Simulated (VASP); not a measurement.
# Al3Cu (P4/mmm) in VASP: a series of runs

Al3Cu is run at these levels: r2SCAN; tasks: single point.

All numbers are computed with VASP 6.6.1; they aren't measurements. Logs are shortened: lines on timing, memory, paths and dates and some standing lists are left out, and cuts for length are marked.

### Step 1. The cell of the first run

The structure is tetragonal, space group P4/mmm (No. 123). The conventional cell has a = 3.889 Å, b = 3.889 Å, c = 3.500 Å, α = 90.00°, β = 90.00°, γ = 90.00°. Al (site symmetry 4/mmm) has 10 Al at 2.62 to 3.50 Å and 4 Cu at 2.75 Å within 3.6 Å. Within 3.6 Å of Al (site symmetry mmm) lie 10 Al at 2.62 to 3.50 Å and 4 Cu at 2.62 Å. Within 3.6 Å of Cu (site symmetry 4/mmm) lie 12 Al at 2.62 to 2.75 Å and 2 Cu at 3.50 Å.

### Step 2. Single point, r2SCAN (strain -0.1000 x Voigt [1, 0, 0, 0, 0, 0])

Input file POSCAR:

```
Al3Cu
1.0
    3.5002086020      0.0000000000      0.0000000000
    0.0000000000      3.8891206689      0.0000000000
    0.0000000000      0.0000000000      3.8891206689
Al Cu
3 1
Direct
    0.0000000000      0.5000000000      0.5000000000
    0.5000000000      0.0000000000      0.5000000000
    0.5000000000      0.5000000000      0.0000000000
    0.0000000000      0.0000000000      0.0000000000
```

Input file INCAR.step1:

```
ALGO = Normal
EDIFF = 1E-4
ENCUT = 520
GGA = PE
ISMEAR = 0
LASPH = True
LCHARG = False
LREAL = False
LWAVE = True
NBANDS = 18
NELM = 100
PREC = Accurate
SIGMA = 0.15
```

Input file INCAR.step2:

```
ALGO = Normal
EDIFF = 1E-6
ENCUT = 520
ISIF = 2
ISMEAR = 0
ISTART = 1
LASPH = True
LCHARG = True
LELF = True
LMIXTAU = True
LREAL = False
LVHAR = True
LWAVE = False
METAGGA = R2SCAN
NBANDS = 18
NELM = 100
PREC = Accurate
SIGMA = 0.15
```

Input file KPOINTS:

```
k-points
0
Gamma
  12 12 12
```

Potentials or basis: VASP PAW PBE potentials, release 64 (Al, Cu).

The run is started by

```bash
> cat potpaw_PBE.64/Al/POTCAR potpaw_PBE.64/Cu/POTCAR > POTCAR
> cp INCAR.step1 INCAR
> mpirun -np 1 vasp_std > vasp.out
> cp INCAR.step2 INCAR
> mpirun -np 1 vasp_std > vasp.out
```

OUTCAR:

```text
EDIFF = 1E-6
   ENCUT = 520
   ISIF = 2
   ISMEAR = 0
   ISTART = 1
   LASPH = True
   LREAL = False
   METAGGA = R2SCAN
   NELM = 100
   PREC = Accurate

 ion  position               nearest neighbor table
   1  0.000  0.500  0.500-   2 2.62   3 2.62   3 2.62   2 2.62   2 2.62   3 2.62   3 2.62   2 2.62
                             4 2.75   4 2.75   4 2.75   4 2.75
   2  0.500  0.000  0.500-   1 2.62   4 2.62   4 2.62   1 2.62   1 2.62   4 2.62   4 2.62   1 2.62
                             3 2.75   3 2.75   3 2.75   3 2.75
   3  0.500  0.500  0.000-   1 2.62   4 2.62   1 2.62   4 2.62   1 2.62   4 2.62   1 2.62   4 2.62
                             2 2.75   2 2.75   2 2.75   2 2.75
   4  0.000  0.000  0.000-   2 2.62   3 2.62   2 2.62   3 2.62   2 2.62   3 2.62   2 2.62   3 2.62
                             1 2.75   1 2.75   1 2.75   1 2.75

  LATTYP: Found a simple tetragonal cell.
 ALAT       =     3.8891206689
 C/A-ratio  =     0.9000000000

  Lattice vectors:

 A1 = (   0.0000000000,   3.8891206689,   0.0000000000)
 A2 = (   0.0000000000,   0.0000000000,   3.8891206689)
 A3 = (   3.5002086020,   0.0000000000,   0.0000000000)

Analysis of symmetry for initial positions (statically):
=====================================================================
 Subroutine PRICEL returns:
 Original cell was already a primitive cell.

 Routine SETGRP: Setting up the symmetry group for a
 simple tetragonal supercell.

 Subroutine GETGRP returns: Found 16 space group operations
 (whereof 16 operations were pure point group operations)
 out of a pool of 16 trial point group operations.

The static configuration has the point symmetry D_4h.

Analysis of symmetry for dynamics (positions and initial velocities):
=====================================================================
 Subroutine PRICEL returns:
 Original cell was already a primitive cell.

 Routine SETGRP: Setting up the symmetry group for a
 simple tetragonal supercell.

 Subroutine GETGRP returns: Found 16 space group operations
 (whereof 16 operations were pure point group operations)
 out of a pool of 16 trial point group operations.

The dynamic configuration has the point symmetry D_4h.

 Subroutine INISYM returns: Found 16 space group operations
 (whereof 16 operations are pure point group operations),
 and found     1 'primitive' translations

----------------------------------------------------------------------------------------

                                     Primitive cell

  volume of cell :      52.9416

  direct lattice vectors                    reciprocal lattice vectors
     3.500208602  0.000000000  0.000000000     0.285697258  0.000000000  0.000000000
     0.000000000  3.889120669  0.000000000     0.000000000  0.257127532  0.000000000
     0.000000000  0.000000000  3.889120669     0.000000000  0.000000000  0.257127532

  length of vectors
     3.500208602  3.889120669  3.889120669     0.285697258  0.257127532  0.257127532

  position of ions in fractional coordinates (direct lattice)
     0.000000000  0.500000000  0.500000000
     0.500000000  0.000000000  0.500000000
     0.500000000  0.500000000  0.000000000
     0.000000000  0.000000000  0.000000000

  ion indices of the primitive-cell ions
   primitive index   ion index
                 1           1
                 2           2
                 3           3
                 4           4

----------------------------------------------------------------------------------------

 KPOINTS: k-points

Automatic generation of k-mesh.
 Grid dimensions read from file:
 generate k-points for:   12   12   12

 Generating k-lattice:

  Cartesian coordinates                     Fractional coordinates (reciprocal lattice)
     0.023808105  0.000000000  0.000000000     0.083333333  0.000000000  0.000000000
     0.000000000  0.021427294  0.000000000     0.000000000  0.083333333  0.000000000
     0.000000000  0.000000000  0.021427294     0.000000000  0.000000000  0.083333333

  Length of vectors
     0.023808105  0.021427294  0.021427294

  Shift w.r.t. Gamma in fractional coordinates (k-lattice)
     0.000000000  0.000000000  0.000000000

 Subroutine IBZKPT returns following result:
 ===========================================

 Found    196 irreducible k-points:

 Following reciprocal coordinates:
            Coordinates               Weight
  0.000000  0.000000  0.000000      1.000000
  0.083333  0.000000  0.000000      2.000000
  0.166667  0.000000  0.000000      2.000000
  0.250000  0.000000  0.000000      2.000000
  0.333333  0.000000  0.000000      2.000000
  0.416667  0.000000  0.000000      2.000000
[... 16 lines left out ...]
  0.083333  0.250000  0.000000      8.000000
  0.166667  0.250000  0.000000      8.000000
 [... further k-points ...]
   k-points           NKPTS =    196   k-points in BZ     NKDIM =    196   number of bands    NBANDS=     18
   number of dos      NEDOS =    301   number of ions     NIONS =      4
   total plane-waves  NPLWV =  25200
   dimension x,y,z NGX =    28 NGY =   30 NGZ =   30
   dimension x,y,z NGXF=    56 NGYF=   60 NGZF=   60
   ions per type =               3   1
   NGX,Y,Z   is equivalent  to a cutoff of  13.30, 12.82, 12.82 a.u.
   NGXF,Y,Z  is equivalent  to a cutoff of  26.60, 25.65, 25.65 a.u.
 SYSTEM =  unknown system
   PREC   = accura    normal or accurate (medium, high low for compatibility)
   ISTART =      1    job   : 0-new  1-cont  2-samecut
   ICHARG =      0    charge: 1-file 2-atom 10-const
   ISPIN  =      1    spin polarized calculation?
   LNONCOLLINEAR =      F non collinear calculations
   LSORBIT =      F    spin-orbit coupling
   LASPH  =      T    aspherical Exc in radial PAW
   ENCUT  =  520.0 eV  38.22 Ry    6.18 a.u.   6.51  7.23  7.23*2*pi/ulx,y,z
   NELM   =    100;   NELMIN=  2; NELMDL=  0     # of ELM steps
   EDIFF  = 0.1E-05   stopping-criterion for ELM
   LREAL  =      F    real-space projection
   EDIFFG = 0.1E-04   stopping-criterion for IOM
   NSW    =      0    number of steps for IOM
   IBRION =     -1    ionic relax: 0-MD 1-quasi-New 2-CG
   NFREE  =      0    steps in history (QN), initial steepest desc. (CG)
   ISIF   =      2    stress and relaxation
   ISYM   =      2    0-nonsym 1-usesym 2-fastsym
   POTIM  = 0.5000    time-step for ionic-motion
   TEBEG  =    0.0;   TEEND  =   0.0 temperature during run
   PSTRESS=    0.0 pullay stress
   NELECT =      20.0000    total number of electrons
   NUPDOWN=      -1.0000    fix difference up-down
   EMIN   =  10.00;   EMAX   =-10.00  energy-range for DOS
   EFERMI =   0.00;   METHOD = LEGACY
   ISMEAR =     0;   SIGMA  =   0.15  broadening in eV -4-tet -1-fermi 0-gaus
   EFERMI_NEDOS =   21; number of points for ismear=-14 and -15
   IALGO  =     38    algorithm
   IMIX   =      4    mixing-type and parameters
     AMIX     =   0.40;   BMIX     =  1.00
     AMIX_MAG =   1.60;   BMIX_MAG =  1.00
  volume/ion in A,a.u.               =      13.24        89.32
  Fermi-wavevector in a.u.,A,eV,Ry     =   1.183457  2.236410 19.055926  1.400571
  Thomas-Fermi vector in A             =   2.319691
   LORBIT       =      0    0 simple, 1 ext, 2 COOP (PROOUT), +10 PAW based schemes
   METAGGA = R2SCAN    functional components
   LHFCALC =     F    Hartree Fock is set to
   AEXX    =    0.0000 exact exchange contribution
   IVDW    =     0    specifies the selected vdW correction
   LEPSILON=     F    determine dielectric tensor
   LRPA    =     F    only Hartree local field effects (RPA)
 non-spin polarized calculation
 Gauss-broadening in eV      SIGMA  =   0.15
  energy-cutoff  :      520.00
  volume of cell :       52.94
 maximum number of plane-waves:      1456
 NGX is ok and might be reduce to    28
   NGX = 13   NGY = 15   NGZ = 15

 number of electron      19.9999995 magnetization

 Free energy of the ion-electron system (eV)
  ---------------------------------------------------
  ext. energy  EPLUGINS =         0.00000000
  ---------------------------------------------------
  free energy    TOTEN  =       -30.79390216 eV

  energy without entropy =      -30.77781643  energy(sigma->0) =      -30.78585929

 E-fermi :   9.7291     XC(G=0): -12.1365

 val. band max:        9.7226767207   @ k =   0.0833   0.0833   0.0833
 cond. band min:       9.7381977189   @ k =   0.0833   0.4167   0.0833
 fundamental gap:      0.0155209983
 Fermi energy:         9.7290708663

 k-point     1 :       0.0000    0.0000    0.0000
  band No.  band energies     occupation
      1      -3.0545      2.00000
      2       4.5011      2.00000
      3       4.7522      2.00000
      4       5.4984      2.00000
      5       5.5479      2.00000
      6       5.5479      2.00000
[... 10 lines left out ...]
     17      17.8286      0.00000
     18      17.9572      0.00000

 k-point     2 :       0.0833    0.0000    0.0000
  band No.  band energies     occupation
      1      -2.9651      2.00000
      2       4.5249      2.00000
      3       4.7186      2.00000
      4       5.4434      2.00000
      5       5.4434      2.00000
      6       5.5037      2.00000
[... 10 lines left out ...]
     17      16.7035      0.00000
     18      17.4841      0.00000

 k-point     3 :       0.1667    0.0000    0.0000
  band No.  band energies     occupation
      1      -2.6976      2.00000
      2       4.4580      2.00000
      3       4.5906      2.00000
      4       5.2661      2.00000
      5       5.2661      2.00000
      6       5.5183      2.00000
[... 10 lines left out ...]
     17      16.7136      0.00000
     18      16.7136      0.00000

 k-point     4 :       0.2500    0.0000    0.0000
  band No.  band energies     occupation
      1      -2.2544      2.00000
      2       3.5917      2.00000
      3       4.6815      2.00000
      4       5.1107      2.00000
      5       5.1107      2.00000
      6       5.5383      2.00000
[... 375 lines left out ...]
      4       5.1290      2.00000
      5       5.3900      2.00000
      6       5.5514      2.00000
[... 10 lines left out ...]
     17      18.1667      0.00000
     18      19.1326      0.00000

 k-point    23 :       0.0833    0.2500    0.0000
  band No.  band energies     occupation
      1      -2.3205      2.00000
      2       2.5859      2.00000
      3       4.7771      2.00000
      4       5.1395      2.00000
      5       5.2864      2.00000
      6       5.5183      2.00000
[... 10 lines left out ...]
     17      18.0191      0.00000
     18      18.6450      0.00000

 k-point    24 :       0.1667    0.2500    0.0000
  band No.  band energies     occupation
      1      -2.0564      2.00000
      2       2.8002      2.00000
      3       4.6460      2.00000
      4       5.1092      2.00000
      5       5.1593      2.00000
      6       5.4229      2.00000
[... 10 lines left out ...]
     17      17.5447      0.00000
     18      19.7131      0.00000

 [... further k-points ...]
[... 5 lines left out ...]
  --------------------------------------------------------------------------------------
  -------------------------------------------------------------------------------------
  Total        6.8467902      3.3139551      3.3139551      0.0000000      0.0000000      0.0000000
  in kB      207.2052904    100.2906474    100.2906474      0.0000000      0.0000000      0.0000000
  external PRESSURE =     135.9288617 kB  Pullay stress =       0.0000000 kB

 VOLUME and BASIS-vectors are now :
 -----------------------------------------------------------------------------
  energy-cutoff  :      520.00
  volume of cell :       52.94
      direct lattice vectors                 reciprocal lattice vectors
     3.500208602  0.000000000  0.000000000     0.285697258  0.000000000  0.000000000
     0.000000000  3.889120669  0.000000000     0.000000000  0.257127532  0.000000000
     0.000000000  0.000000000  3.889120669     0.000000000  0.000000000  0.257127532

 POSITION                                       TOTAL-FORCE (eV/Angst)
 -----------------------------------------------------------------------------------
      0.00000      1.94456      1.94456         0.000000      0.000000      0.000000
      1.75010      0.00000      1.94456         0.000000      0.000000      0.000000
      1.75010      1.94456      0.00000         0.000000      0.000000      0.000000
      0.00000      0.00000      0.00000         0.000000      0.000000      0.000000
 -----------------------------------------------------------------------------------
    total drift:                               -0.000000     -0.000000     -0.000000

  FREE ENERGIE OF THE ION-ELECTRON SYSTEM (eV)
  ---------------------------------------------------
  free  energy   TOTEN  =       -30.7939021557 eV

  energy  without entropy=      -30.7778164339  energy(sigma->0) =      -30.78585929
```

Wall time 7.2 min (1 thread of Intel Xeon Platinum 8488C (Sapphire Rapids), shared host); peak memory 0.3 GiB.

What came out:

| Property | Result |
| --- | --- |
| Free energy | -30.7939 eV |
| Pressure | 13.6 GPa |
| Band gap on the k mesh | zero (bands 10 and 11 overlap by 4.54 eV) |

Stress tensor (GPa, compression positive):
```
20.72  0.00  0.00
 0.00 10.03  0.00
 0.00  0.00 10.03
```

Caveat: the cell differs from its parent crystal (strain -0.1000 x Voigt [1, 0, 0, 0, 0, 0]); the stress differs along the axes, from 10 to 21 GPa; the PAW data sets were made with another functional, which shifts forces and pressure a little.

### Step 3. Single point, r2SCAN (strain -0.0750 x Voigt [1, 0, 0, 0, 0, 0])

Edit POSCAR of step 2 so:

```diff
@@ -2,3 +2,3 @@
 1.0
-    3.5002086020      0.0000000000      0.0000000000
+    3.5974366187      0.0000000000      0.0000000000
     0.0000000000      3.8891206689      0.0000000000
```

Input file INCAR.step1:

```
SYSTEM = Al3Cu
  PREC = Accurate
  ENCUT = 520
  ISMEAR = 0
  SIGMA = 0.15
  LREAL = .False.
  LASPH = .True.
  NELM = 60
  NBANDS = 18
  GGA = PE
  ALGO = Normal
  EDIFF = 1E-4
  LWAVE = .True.
  LCHARG = .False.
```

Input file INCAR.step2:

```
SYSTEM = Al3Cu
  PREC = Accurate
  ENCUT = 520
  EDIFF = 1E-6
  ISMEAR = 0
  SIGMA = 0.15
  LREAL = .False.
  LASPH = .True.
  NELM = 60
  ALGO = Normal
  ISIF = 2
  LWAVE = .False.
  LCHARG = .False.
  METAGGA = R2SCAN
  LMIXTAU = .True.
  NBANDS = 18
  ISTART = 1
```

Input file KPOINTS:

```
Automatic mesh
0
Gamma
  12 12 12
  0 0 0
```

Potentials or basis: VASP PAW PBE potentials, release 64 (Al, Cu).

The run is started by

```bash
> cat potpaw_PBE.64/Al/POTCAR potpaw_PBE.64/Cu/POTCAR > POTCAR
> cp INCAR.step1 INCAR
> mpirun -np 1 vasp_std > vasp.out
> cp INCAR.step2 INCAR
> mpirun -np 1 vasp_std > vasp.out
```

Wall time 6.7 min (1 thread of Intel Xeon Platinum 8488C (Sapphire Rapids), shared host); peak memory 0.3 GiB.

Results (log left out):

```
Free energy            : -30.9607 eV
Pressure               : 9.5 GPa
Band gap on the k mesh : zero (bands 10 and 11 overlap by 4.17 eV)
```

Stress tensor (GPa, compression positive):
```
15.44  0.00  0.00
 0.00  6.49  0.00
 0.00  0.00  6.49
```

Levels at points of the mesh, in eV from the Fermi level:
| k point | band 7 | band 8 | band 9 | band 10 | band 11 | band 12 | band 13 | band 14 |
| --- | --- | --- | --- | --- | --- | --- | --- | --- |
| (0.00, 0.00, 0.00) | -3.27 | -3.27 | -1.74 | -1.01 | 0.29 | 1.61 | 6.77 | 6.77 |
| (0.50, 0.00, 0.00) | -3.71 | -0.11 | -0.11 | 0.27 | 0.29 | 0.29 | 2.03 | 2.75 |
| (0.00, 0.50, 0.00) | -3.89 | -0.42 | -0.17 | 0.30 | 1.05 | 1.06 | 2.33 | 3.49 |
| (0.50, 0.50, 0.00) | -3.86 | -3.63 | -3.50 | 1.10 | 2.85 | 3.12 | 3.28 | 3.84 |
| (0.00, 0.50, 0.50) | -3.89 | -3.83 | -3.46 | 2.13 | 3.93 | 3.93 | 4.29 | 5.18 |
| (0.50, 0.50, 0.50) | -4.53 | -3.87 | -3.81 | -2.68 | -2.04 | -1.86 | -1.86 | 12.28 |

Caveat: the cell differs from its parent crystal (strain -0.0750 x Voigt [1, 0, 0, 0, 0, 0]); the stress differs along the axes, from 6 to 15 GPa; the PAW data sets were made with another functional, which shifts forces and pressure a little.

The gap in the log of VASP goes by the Fermi energy; the results here count the filled bands.